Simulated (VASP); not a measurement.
A run of VASP 6.6.1:

The input INCAR:

```
SYSTEM = MoS
PREC     = Accurate       ! precision mode
ENCUT    = 520            ! plane-wave cutoff, eV
EDIFF    = 1E-6           ! SCF threshold, eV
ISMEAR   = 0              ! smearing method
SIGMA    = 0.1            ! smearing width, eV
LREAL    = .False.        ! projectors in reciprocal space
LASPH    = .True.         ! aspherical terms in the spheres
NELM     = 150            ! most SCF steps
ALGO     = Normal         ! electronic algorithm
ISIF     = 2              ! what is computed and relaxed
LWAVE    = .False.        ! write WAVECAR
LCHARG   = .True.         ! write CHGCAR
ISPIN    = 2              ! spin polarisation
MAGMOM   = 2 0            ! initial moments
LORBIT   = 11             ! projections on sites
LMAXMIX  = 4              ! l up to which the mixer works
LDAU     = .True.         ! DFT+U
LDAUTYPE = 2            
LDAUL    = 2 -1           ! shell
LDAUU    = 4.38 0         ! U, eV
LDAUJ    = 0 0          
LDAUPRINT= 1            
GGA      = PE             ! functional
LELF     = .True.         ! ELF
LVHAR    = .True.       
NBANDS   = 21             ! bands
```

File KPOINTS:

```
Automatic mesh
0
Gamma
  14 14 14
  0 0 0
```

POSCAR

```
MoS
1.0
    0.0000000000      2.7003254550      2.7003254550
    2.7003254550      0.0000000000      2.7003254550
    2.7003254550      2.7003254550      0.0000000000
Mo S
1 1
Direct
    0.0000000000      0.0000000000      0.0000000000
    0.5000000000      0.5000000000      0.5000000000
```

Potentials or basis: VASP PAW PBE potentials, release 64 (Mo_sv, S).

Command:

```sh
$ cat potpaw_PBE.64/Mo_sv/POTCAR potpaw_PBE.64/S/POTCAR > POTCAR
$ mpirun -np 1 vasp_std > vasp.out
```

Hardware: 1 thread of AMD EPYC 9R14 (Zen 4), on a shared host.

**Question.** How long does it take, and how much memory?

**Answer.** Wall time 2.9 min on 1 thread of AMD EPYC 9R14 (Zen 4), on a shared host, peak memory 0.23 GiB. Counts: scf iterations 16, k points 104.
